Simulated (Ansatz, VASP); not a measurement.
# PtS2 in VASP and in Ansatz

The input INCAR:

```
SYSTEM = PtS2
ALGO     = Normal         ! electronic algorithm
DIPOL    = 0.5 0.5 0.382
EDIFF    = 1E-6           ! SCF threshold, eV
ENCUT    = 520            ! plane-wave cutoff, eV
GGA      = PE             ! functional
IDIPOL   = 3            
ISIF     = 2              ! what is computed and relaxed
ISMEAR   = 0              ! smearing method
IVDW     = 12             ! dispersion correction
LASPH    = .TRUE.         ! aspherical terms in the spheres
LCHARG   = .TRUE.         ! write CHGCAR
LDIPOL   = .TRUE.       
LELF     = .TRUE.         ! ELF
LREAL    = .FALSE.        ! projectors in reciprocal space
LVACPOTAV= .TRUE.       
LVHAR    = .TRUE.       
LWAVE    = .FALSE.        ! write WAVECAR
NBANDS   = 31             ! bands
NELM     = 100            ! most SCF steps
PREC     = Accurate       ! precision mode
SIGMA    = 0.05           ! smearing width, eV
```

Contents of KPOINTS:

```
k-points
0
G
  9 9 1
  0 0 0
```

POSCAR

```
PtS2
1.0
    3.5415278079      0.0000000000      0.0000000000
   -1.7707639039      3.0670530498      0.0000000000
    0.0000000000      0.0000000000     22.4670615492
S Pt
4 2
Direct
    0.6666666667      0.3333333333      0.2002932155
    0.3333333333      0.6666666667      0.3108341854
    0.3333333333      0.6666666667      0.4537100124
    0.0000000000      1.0000000000      0.5642509823
    0.0000000000      0.0000000000      0.2555637004
   -0.3333333333      0.3333333333      0.5089804974
```

Input for Ansatz:

```yaml
crystal:
  lattice:
    - [3.5415278079, 0.0, 0.0]
    - [-1.7707639039, 3.0670530498, 0.0]
    - [0.0, 0.0, 22.4670615492]
  atoms:
    - { symbol: S, position: [0.6666666667, 0.3333333333, 0.2002932155] }
    - { symbol: Pt, position: [0.0, 0.0, 0.2555637004] }
    - { symbol: S, position: [0.3333333333, 0.6666666667, 0.3108341854] }
    - { symbol: S, position: [0.3333333333, 0.6666666667, 0.4537100124] }
    - { symbol: Pt, position: [-0.3333333333, 0.3333333333, 0.5089804974] }
    - { symbol: S, position: [0.0, 1.0, 0.5642509823] }
basis:
  ecutwfc: 420
kpoints:
  mp_grid: { grid: [9, 9, 1] }
hamiltonian:
  xc: pbe
  pseudopotentials: { kind: paw, azcp: { folder: soft_1 } }
  dispersion: d3bj
scf:
  occupations: { method: gaussian, width: 0.05 }
output:
  forces: true
  eigenvalues: true
efield:
  axis: 3
  dipole_correction: true
  ramp_width: 0.04
```

Alike in both runs: task single point; functional PBE; dispersion D3(BJ); k mesh 9 × 9 × 1; occupations gaussian, width 0.05 eV; no spin polarisation.

|  | VASP | Ansatz |
| --- | --- | --- |
| version | VASP 6.6.1 | Ansatz 0.2.0 |
| potentials or method | VASP PAW PBE potentials, release 64 (S, Pt), cutoff 520 eV | scalar-relativistic, plane waves, PAW |
| valence electrons in the cell | 44 | 60 |

Ansatz gave:

- gap on the k mesh at the Fermi level (eV): 1.13
- least direct gap on the mesh (eV): 1.27
- rms of the force components (eV/Å): 0.064

Task: Estimate VASP's values.

Result: gap on the k mesh at the Fermi level (eV): 1.14; least direct gap on the mesh (eV): 1.28; rms of the force components (eV/Å): 0.078.

VASP's potentials hold 44 valence electrons a cell and Ansatz's 60, so a difference there can come from the potentials and not from the codes.

Neither program's run includes spin-orbit coupling.
